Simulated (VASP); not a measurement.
# MgO in VASP: notebook

The runs below take MgO through single point, with PBEsol.

All numbers are computed with VASP 6.6.1; they aren't measurements. Logs are shortened: lines on timing, memory, paths and dates and some standing lists are left out, and cuts for length are marked.

### Step 1. The cell of the first run

The cell holds a slab with vacuum, 24 atoms: a = 5.894 Å, b = 5.894 Å, c = 19.015 Å, α = 90.00°, β = 90.00°, γ = 60.00°.

### Step 2. Single point, PBEsol

INCAR

```
SYSTEM = MgO
  ALGO = Normal
  EDIFF = 1E-6
  ENCUT = 520
  GGA = PS
  GGA_COMPAT = .False.
  ISIF = 2
  ISMEAR = -1
  LASPH = .True.
  LCHARG = .False.
  LREAL = .False.
  LWAVE = .False.
  NBANDS = 66
  NELM = 120
  NELMDL = -8
  PREC = Accurate
  SIGMA = 0.05
```

KPOINTS

```
k-points
0
Gamma
  2 2 1
  0 0 0
```

POSCAR

```
MgO
1.0
    5.8935940000      0.0000000000      0.0000000000
    2.9467970000      5.1040020000      0.0000000000
    0.0000000000      0.0000000000     19.0151240000
Mg O
12 12
Direct
    0.0000000000      0.0000000000      0.0525897175
    0.0000003525      0.4999998041      0.0525897175
    0.5000005090      0.0000000000      0.0525897175
    0.5000008615      0.4999998041      0.0525897175
    0.6515432637      0.6611478601      0.1859940540
    0.6558556635      0.1671825364      0.1893597959
    0.1382044665      0.6818179146      0.1866566844
    0.1573066156      0.1757836302      0.1833698271
    0.3135165270      0.3754112949      0.3122251530
    0.3333108588      0.8560145549      0.3178838066
    0.8108993490      0.3474920268      0.3217807047
    0.8428976477      0.8447488853      0.3290748985
    0.3333375256      0.8333264760      0.1158551477
    0.3333371731      0.3333266719      0.1158551477
    0.8333380346      0.8333264760      0.1158551477
    0.8333376821      0.3333266719      0.1158551477
   -0.0270530873      0.5245491675      0.2414183573
   -0.0211155559      0.0336794539      0.2387678355
    0.4772229146      0.5042905547      0.2421072826
    0.4962952981     -0.0006661439      0.2425753311
    0.6392679400      0.1900077625      0.3661611673
    0.6569480552      0.6806423665      0.3685066687
    0.1573817038      0.2003721785      0.3654669830
    0.1787765095      0.7101486245      0.3706944009
```

Potentials or basis: VASP PAW PBE potentials, release 64 (Mg, O).

The run is started by

```bash
> cat potpaw_PBE.64/Mg/POTCAR potpaw_PBE.64/O/POTCAR > POTCAR
> mpirun -np 1 vasp_std > vasp.out
```

OUTCAR:

```text
SYSTEM = MgO
   EDIFF = 1E-6
   ENCUT = 520
   GGA = PS
   ISIF = 2
   ISMEAR = -1
   LASPH = .True.
   LREAL = .False.
   NELM = 120
   NELMDL = -8
   PREC = Accurate

 ion  position               nearest neighbor table
   1  0.000  0.000  0.053-  16 2.08  15 2.08  13 2.08   4 2.95   3 2.95   2 2.95   2 2.95   3 2.95
                             4 2.95   8 3.01   7 3.03   6 3.14
   2  0.000  0.500  0.053-  15 2.08  16 2.08  14 2.08   4 2.95   3 2.95   1 2.95   1 2.95   3 2.95
                             4 2.95   8 2.99   7 3.03   5 3.10
   3  0.500  0.000  0.053-  14 2.08  13 2.08  15 2.08   1 2.95   2 2.95   4 2.95   4 2.95   2 2.95
                             1 2.95   8 3.04   5 3.07   6 3.08
   4  0.500  0.500  0.053-  13 2.08  14 2.08  16 2.08   1 2.95   2 2.95   3 2.95   3 2.95   2 2.95
                             1 2.95   5 3.00   6 3.11   7 3.15
   5  0.652  0.661  0.186-  17 1.95  19 2.00  20 2.04  13 2.10  16 2.14  15 2.25   6 2.90   8 2.92
                             7 2.93   7 2.97   8 2.98  10 3.00   6 3.00   4 3.00  11 3.04   3 3.07
   6  0.656  0.167  0.189-  18 1.90  20 1.95  19 1.99  14 2.16  15 2.20  16 2.24   7 2.85   5 2.90
                             8 2.92   9 2.93   8 2.98   5 3.00   7 3.04  11 3.05   3 3.08   4 3.11
   7  0.138  0.682  0.187-  17 1.95  19 2.03  18 2.05  15 2.06  13 2.23  14 2.23   6 2.85   9 2.86
                             8 2.93   5 2.93   5 2.97   8 2.97   1 3.03   2 3.03   6 3.04  12 3.10
   8  0.157  0.176  0.183-  18 1.95  20 2.06  16 2.09  17 2.10  14 2.13  13 2.17   6 2.92   5 2.92
                             7 2.93   7 2.97   5 2.98   6 2.98   2 2.99   1 3.01  10 3.04   3 3.04
   9  0.314  0.375  0.312-  21 1.96  23 1.97  19 2.00  24 2.05  17 2.20  20 2.33  12 2.79   7 2.86
                            11 2.86  10 2.89   6 2.93  10 3.01   8 3.05  11 3.05  12 3.14
  10  0.333  0.856  0.318-  24 1.83  22 1.91  23 1.98  20 2.12  19 2.31  18 2.35   9 2.89  11 2.91
                            12 2.93  12 2.98  11 2.99   5 3.00   9 3.01   8 3.04   7 3.13
  11  0.811  0.347  0.322-  21 1.88  22 1.92  23 1.96  18 2.25  19 2.28  17 2.31   9 2.86  12 2.88
                            10 2.91  10 2.99  12 3.03   5 3.04   6 3.05   9 3.05   8 3.17
  12  0.843  0.845  0.329-  24 1.90  21 1.91  22 1.94  17 2.34  18 2.39  20 2.42   9 2.79  11 2.88
                            10 2.93  10 2.98  11 3.03   7 3.10   6 3.13   9 3.14   5 3.33
  13  0.333  0.833  0.116-   4 2.08   3 2.08   1 2.08   5 2.10   8 2.17   7 2.23
  14  0.333  0.333  0.116-   3 2.08   2 2.08   4 2.08   8 2.13   6 2.16   7 2.23
  15  0.833  0.833  0.116-   7 2.06   2 2.08   1 2.08   3 2.08   6 2.20   5 2.25
  16  0.833  0.333  0.116-   1 2.08   2 2.08   4 2.08   8 2.09   5 2.14   6 2.24
  17  0.973  0.525  0.241-   7 1.95   5 1.95   8 2.10   9 2.20  11 2.31  12 2.34
  18  0.979  0.034  0.239-   6 1.90   8 1.95   7 2.05  11 2.25  10 2.35  12 2.39
  19  0.477  0.504  0.242-   6 1.99   5 2.00   9 2.00   7 2.03  11 2.28  10 2.31
  20  0.496  0.999  0.243-   6 1.95   5 2.04   8 2.06  10 2.12   9 2.33  12 2.42
  21  0.639  0.190  0.366-  11 1.88  12 1.91   9 1.96
  22  0.657  0.681  0.369-  10 1.91  11 1.92  12 1.94
  23  0.157  0.200  0.365-  11 1.96   9 1.97  10 1.98
  24  0.179  0.710  0.371-  10 1.83  12 1.90   9 2.05

  LATTYP: Found a hexagonal cell.
 ALAT       =     5.8935938930
 C/A-ratio  =     3.2264055422

  Lattice vectors:

 A1 = (  -2.9467970000,  -5.1040020000,   0.0000000000)
 A2 = (   5.8935940000,   0.0000000000,   0.0000000000)
 A3 = (   0.0000000000,   0.0000000000,  19.0151240000)

Analysis of symmetry for initial positions (statically):
=====================================================================
 Subroutine PRICEL returns:
 Original cell was already a primitive cell.

 Routine SETGRP: Setting up the symmetry group for a
 hexagonal supercell.

 Subroutine GETGRP returns: Found  1 space group operations
 (whereof  1 operations were pure point group operations)
 out of a pool of 24 trial point group operations.

The static configuration has the point symmetry C_1 .

Analysis of symmetry for dynamics (positions and initial velocities):
=====================================================================
 Subroutine PRICEL returns:
 Original cell was already a primitive cell.

 Routine SETGRP: Setting up the symmetry group for a
 hexagonal supercell.

 Subroutine GETGRP returns: Found  1 space group operations
 (whereof  1 operations were pure point group operations)
 out of a pool of 24 trial point group operations.

The dynamic configuration has the point symmetry C_1 .

 Subroutine INISYM returns: Found  1 space group operations
 (whereof  1 operations are pure point group operations),
 and found     1 'primitive' translations

----------------------------------------------------------------------------------------

                                     Primitive cell

  volume of cell :     571.9923

  direct lattice vectors                    reciprocal lattice vectors
     5.893594000  0.000000000  0.000000000     0.169675753 -0.097962344  0.000000000
     2.946797000  5.104002000  0.000000000     0.000000000  0.195924688  0.000000000
     0.000000000  0.000000000 19.015124000     0.000000000  0.000000000  0.052589718

  length of vectors
     5.893594000  5.893593893 19.015124000     0.195924685  0.195924688  0.052589718

  position of ions in fractional coordinates (direct lattice)
     0.000000000  0.000000000  0.052589717
     0.000000353  0.499999804  0.052589717
     0.500000509  0.000000000  0.052589717
     0.500000861  0.499999804  0.052589717
     0.651543264  0.661147860  0.185994054
     0.655855663  0.167182536  0.189359796
[... 16 lines left out ...]
     0.157381704  0.200372178  0.365466983
     0.178776509  0.710148625  0.370694401

  ion indices of the primitive-cell ions
   primitive index   ion index
                 1           1
                 2           2
                 3           3
                 4           4
                 5           5
                 6           6
[... 16 lines left out ...]
                23          23
                24          24

----------------------------------------------------------------------------------------

 KPOINTS: k-points

Automatic generation of k-mesh.
 Grid dimensions read from file:
 generate k-points for:    2    2    1

 Generating k-lattice:

  Cartesian coordinates                     Fractional coordinates (reciprocal lattice)
     0.084837877 -0.048981172  0.000000000     0.500000000  0.000000000  0.000000000
     0.000000000  0.097962344  0.000000000     0.000000000  0.500000000  0.000000000
     0.000000000  0.000000000  0.052589718     0.000000000  0.000000000  1.000000000

  Length of vectors
     0.097962342  0.097962344  0.052589718

  Shift w.r.t. Gamma in fractional coordinates (k-lattice)
     0.000000000  0.000000000  0.000000000

 Subroutine IBZKPT returns following result:
 ===========================================

 Found      4 irreducible k-points:

 Following reciprocal coordinates:
            Coordinates               Weight
  0.000000  0.000000  0.000000      1.000000
  0.500000 -0.000000  0.000000      1.000000
  0.500000  0.500000  0.000000      1.000000
  0.000000  0.500000  0.000000      1.000000
   k-points           NKPTS =      4   k-points in BZ     NKDIM =      4   number of bands    NBANDS=     66
   number of dos      NEDOS =    301   number of ions     NIONS =     24
   total plane-waves  NPLWV = 331776
   dimension x,y,z NGX =    48 NGY =   48 NGZ =  144
   dimension x,y,z NGXF=    96 NGYF=   96 NGZF=  288
   ions per type =              12  12
   NGX,Y,Z   is equivalent  to a cutoff of  13.54, 13.54, 12.59 a.u.
   NGXF,Y,Z  is equivalent  to a cutoff of  27.08, 27.08, 25.18 a.u.
 SYSTEM =  MgO
   PREC   = accura    normal or accurate (medium, high low for compatibility)
   ISTART =      0    job   : 0-new  1-cont  2-samecut
   ICHARG =      2    charge: 1-file 2-atom 10-const
   ISPIN  =      1    spin polarized calculation?
   LNONCOLLINEAR =      F non collinear calculations
   LSORBIT =      F    spin-orbit coupling
   LASPH  =      T    aspherical Exc in radial PAW
   ENCUT  =  520.0 eV  38.22 Ry    6.18 a.u.  10.96 10.96 35.36*2*pi/ulx,y,z
   NELM   =    120;   NELMIN=  2; NELMDL= -8     # of ELM steps
   EDIFF  = 0.1E-05   stopping-criterion for ELM
   LREAL  =      F    real-space projection
   EDIFFG = 0.1E-04   stopping-criterion for IOM
   NSW    =      0    number of steps for IOM
   IBRION =     -1    ionic relax: 0-MD 1-quasi-New 2-CG
   NFREE  =      0    steps in history (QN), initial steepest desc. (CG)
   ISIF   =      2    stress and relaxation
   ISYM   =      2    0-nonsym 1-usesym 2-fastsym
   POTIM  = 0.5000    time-step for ionic-motion
   TEBEG  =    0.0;   TEEND  =   0.0 temperature during run
   PSTRESS=    0.0 pullay stress
   NELECT =      96.0000    total number of electrons
   NUPDOWN=      -1.0000    fix difference up-down
   EMIN   =  10.00;   EMAX   =-10.00  energy-range for DOS
   EFERMI =   0.00;   METHOD = LEGACY
   ISMEAR =    -1;   SIGMA  =   0.05  broadening in eV -4-tet -1-fermi 0-gaus
   EFERMI_NEDOS =   21; number of points for ismear=-14 and -15
   IALGO  =     38    algorithm
   IMIX   =      4    mixing-type and parameters
     AMIX     =   0.40;   BMIX     =  1.00
     AMIX_MAG =   1.60;   BMIX_MAG =  1.00
  volume/ion in A,a.u.               =      23.83       160.83
  Fermi-wavevector in a.u.,A,eV,Ry     =   0.903029  1.706478 11.095033  0.815462
  Thomas-Fermi vector in A             =   2.026305
   LORBIT       =      0    0 simple, 1 ext, 2 COOP (PROOUT), +10 PAW based schemes
   GGA     = PS    functional components
   LHFCALC =     F    Hartree Fock is set to
   AEXX    =    0.0000 exact exchange contribution
   IVDW    =     0    specifies the selected vdW correction
   LEPSILON=     F    determine dielectric tensor
   LRPA    =     F    only Hartree local field effects (RPA)
 non-spin polarized calculation
  energy-cutoff  :      520.00
  volume of cell :      571.99
 maximum number of plane-waves:     15404
 NGX is ok and might be reduce to    48
   NGX = 21   NGY = 21   NGZ = 71

 number of electron      96.0000000 magnetization

 Free energy of the ion-electron system (eV)
  ---------------------------------------------------
  ext. energy  EPLUGINS =         0.00000000
  ---------------------------------------------------
  free energy    TOTEN  =      -128.49310167 eV

  energy without entropy =     -128.25275489  energy(sigma->0) =     -128.37292828

 E-fermi :  -2.5564     XC(G=0):  -5.4429

 val. band max:       -2.5605775696   @ k =   0.0000   0.5000   0.0000
 cond. band min:      -2.5149892578   @ k =   0.5000  -0.0000   0.0000
 fundamental gap:      0.0455883118
 Fermi energy:        -2.5564261735

 k-point     1 :       0.0000    0.0000    0.0000
  band No.  band energies     occupation
      1     -21.1540      2.00000
      2     -20.2250      2.00000
      3     -20.2129      2.00000
      4     -20.1998      2.00000
      5     -19.5363      2.00000
      6     -18.7439      2.00000
[... 52 lines left out ...]
     59       4.9140      0.00000
     60       5.0066      0.00000

 k-point     2 :       0.5000   -0.0000    0.0000
  band No.  band energies     occupation
      1     -20.7192      2.00000
      2     -20.7079      2.00000
      3     -20.2237      2.00000
      4     -20.2214      2.00000
      5     -19.1834      2.00000
      6     -19.0745      2.00000
[... 52 lines left out ...]
     59       4.7168      0.00000
     60       4.7806      0.00000

 k-point     3 :       0.5000    0.5000    0.0000
  band No.  band energies     occupation
      1     -20.7274      2.00000
      2     -20.6990      2.00000
      3     -20.2351      2.00000
      4     -20.2114      2.00000
      5     -19.1883      2.00000
      6     -19.0733      2.00000
[... 52 lines left out ...]
     59       4.7050      0.00000
     60       4.7677      0.00000

 k-point     4 :       0.0000    0.5000    0.0000
  band No.  band energies     occupation
      1     -20.7179      2.00000
      2     -20.7085      2.00000
      3     -20.2263      2.00000
      4     -20.2207      2.00000
      5     -19.2175      2.00000
      6     -19.0105      2.00000
[... 52 lines left out ...]
     59       4.6893      0.00000
     60       4.7809      0.00000
 [bands above 60 left out]

------------------------ aborting loop because EDIFF is reached ----------------------------------------

  FORCE on cell =-STRESS in cart. coord.  units (eV):
  Direction    XX          YY          ZZ          XY          YZ          ZX
  --------------------------------------------------------------------------------------
  -------------------------------------------------------------------------------------
  Total       18.1272233     14.9779312     -3.9220725      0.7388806     -3.8390056     -1.4518967
  in kB       50.7752013     41.9538866    -10.9859088      2.0696391    -10.7532345     -4.0668307
  external PRESSURE =      27.2477264 kB  Pullay stress =       0.0000000 kB

 VOLUME and BASIS-vectors are now :
 -----------------------------------------------------------------------------
  energy-cutoff  :      520.00
  volume of cell :      571.99
      direct lattice vectors                 reciprocal lattice vectors
     5.893594000  0.000000000  0.000000000     0.169675753 -0.097962344  0.000000000
     2.946797000  5.104002000  0.000000000     0.000000000  0.195924688  0.000000000
     0.000000000  0.000000000 19.015124000     0.000000000  0.000000000  0.052589718

 POSITION                                       TOTAL-FORCE (eV/Angst)
 -----------------------------------------------------------------------------------
      0.00000      0.00000      1.00000        -0.046342      0.019066      1.064953
      1.47340      2.55200      1.00000        -0.008680      0.051074      0.993554
      2.94680      0.00000      1.00000         0.048582     -0.015181      1.089955
      4.42020      2.55200      1.00000        -0.052279     -0.029266      1.100071
      5.78820      3.37450      3.53670         0.121778      0.487845      0.507716
      4.35800      0.85330      3.60070        -0.228451      0.251803     -0.275134
[... 16 lines left out ...]
      1.51800      1.02270      6.94940        -0.039113      0.014964     -0.012538
      3.14630      3.62460      7.04880        -0.901840     -1.075515      0.394688
 -----------------------------------------------------------------------------------
    total drift:                               -0.000018      0.000365      0.001193

  FREE ENERGIE OF THE ION-ELECTRON SYSTEM (eV)
  ---------------------------------------------------
  free  energy   TOTEN  =      -128.4931016734 eV

  energy  without entropy=     -128.2527548851  energy(sigma->0) =     -128.37292828
```

It took 14 min on 1 thread of AMD EPYC 9R45 (Zen 5), shared host; peak memory 0.66 GiB.

What came out:

```
Free energy            : -128.4931 eV
Largest force          : 1.704 eV/Å
Band gap on the k mesh : zero (bands 48 and 49 overlap by 0.23 eV)
```

Forces in eV/Å, atoms in the order of the input:
```
Mg  -0.046  0.019  1.065
Mg  -0.009  0.051  0.994
Mg   0.049 -0.015  1.090
Mg  -0.052 -0.029  1.100
Mg   0.122  0.488  0.508
Mg  -0.228  0.252 -0.275
Mg   0.743  0.228  0.253
Mg   0.263  0.069  0.825
Mg  -0.329 -0.510  0.554
Mg   0.872  0.963 -1.103
Mg   0.801  0.112 -0.775
Mg  -0.921  0.080 -0.443
O   -0.139  0.071 -1.381
O   -0.177  0.048 -1.307
O   -0.212  0.106 -1.532
O   -0.137  0.175 -1.516
O    0.572 -0.694  0.487
O    0.324 -1.092  0.906
O    0.292  0.533 -0.291
O   -0.647  0.285 -0.184
O   -0.475  0.030  0.390
O    0.276 -0.108  0.256
O   -0.039  0.015 -0.013
O   -0.902 -1.076  0.395
```

Caveat: the k points lie up to 0.62 Å⁻¹ apart; the PAW data sets were made with another functional, which shifts forces and pressure a little.

### Step 3. Single point, PBEsol

INCAR

```
PREC = Accurate
ENCUT = 520
EDIFF = 1E-6
ISMEAR = -1
SIGMA = 0.05
LREAL = F
LASPH = T
NELM = 120
ALGO = Normal
ISIF = 2
LWAVE = F
LCHARG = F
GGA = PS
NBANDS = 66
GGA_COMPAT = F
NELMDL = -8
```

KPOINTS

```
regular mesh
0
Gamma
  2 2 1
```

POSCAR

```
MgO
1.0
    5.8935940000      0.0000000000      0.0000000000
    2.9467970000      5.1040020000      0.0000000000
    0.0000000000      0.0000000000     19.0151240000
Mg O
12 12
Direct
    0.0000000000      0.0000000000      0.0525897175
    0.0000003525      0.4999998041      0.0525897175
    0.5000005090      0.0000000000      0.0525897175
    0.5000008615      0.4999998041      0.0525897175
    0.6482736431      0.6790553765      0.1856574798
    0.6628056857      0.1817201482      0.1885919860
    0.1489628011      0.6811713632      0.1864095128
    0.1788337610      0.1620493095      0.1830648067
    0.2859288544      0.3940045478      0.3000401154
    0.3287037745      0.8870490255      0.3175156786
    0.8272638419      0.3388909330      0.3149335234
    0.8077686582      0.8771352362      0.3346125957
    0.3333375256      0.8333264760      0.1158551477
    0.3333371731      0.3333266719      0.1158551477
    0.8333380346      0.8333264760      0.1158551477
    0.8333376821      0.3333266719      0.1158551477
   -0.0294009564      0.5328759667      0.2371480722
   -0.0032086417     -0.0057993708      0.2520309623
    0.4931480070      0.5085813054      0.2397460043
    0.4945811824      0.0074451381      0.2440425842
    0.5955146737      0.2299372140      0.3729031691
    0.6912484099      0.6425154222      0.3641995708
    0.1919668954      0.2125782866      0.3690746376
    0.1989312533      0.6946117968      0.3671919258
```

Potentials or basis: VASP PAW PBE potentials, release 64 (Mg, O).

The run is started by

```bash
> cat potpaw_PBE.64/Mg/POTCAR potpaw_PBE.64/O/POTCAR > POTCAR
> mpirun -np 1 vasp_std > vasp.out
```

Run time: 8.8 min. Hardware: 1 thread of AMD EPYC 9R45 (Zen 5), shared host; peak memory 0.66 GiB.

It converged, with:

```
Free energy            : -127.9069 eV
Largest force          : 2.009 eV/Å
Band gap on the k mesh : zero (bands 48 and 49 overlap by 0.20 eV)
```

Forces in eV/Å, atoms in the order of the input:
```
Mg  -0.080  0.030  0.767
Mg  -0.009  0.029  0.924
Mg   0.128  0.029  0.745
Mg  -0.044 -0.050  0.859
Mg   0.507 -0.039  0.166
Mg  -0.060 -0.905 -0.089
Mg   0.335  0.292 -0.281
Mg  -0.824  0.791  0.431
Mg   1.000 -0.179  1.620
Mg   0.403 -1.414  0.326
Mg  -0.219 -0.555 -0.430
Mg   0.551 -0.636  0.027
O   -0.194  0.272 -0.852
O   -0.001 -0.018 -1.107
O    0.019  0.392 -1.209
O    0.002 -0.227 -1.007
O    0.505 -1.904  0.393
O    0.392  1.301 -0.785
O   -0.295  0.100 -0.254
O   -0.034  0.769 -0.522
O   -0.231  0.328 -0.365
O   -0.357  1.475  0.699
O   -0.394  0.218  0.008
O   -1.099 -0.100 -0.064
```

Levels at points of the mesh, in eV from the Fermi level:
```csv
k point,band 46,band 47,band 48,band 49,band 50,band 51
"(0.00, 0.00, 0.00)",-0.22,-0.20,0.14,0.37,2.33,2.37
"(0.50, 0.00, 0.00)",-0.17,-0.16,-0.12,-0.03,0.11,1.84
"(0.50, 0.50, 0.00)",-0.17,-0.11,-0.06,0.07,0.12,1.84
"(0.00, 0.50, 0.00)",-0.15,-0.11,-0.09,-0.07,0.26,1.84
```

Caveat: the k points lie up to 0.62 Å⁻¹ apart; the PAW data sets were made with another functional, which shifts forces and pressure a little.

(Continued in part 2 of 2.)
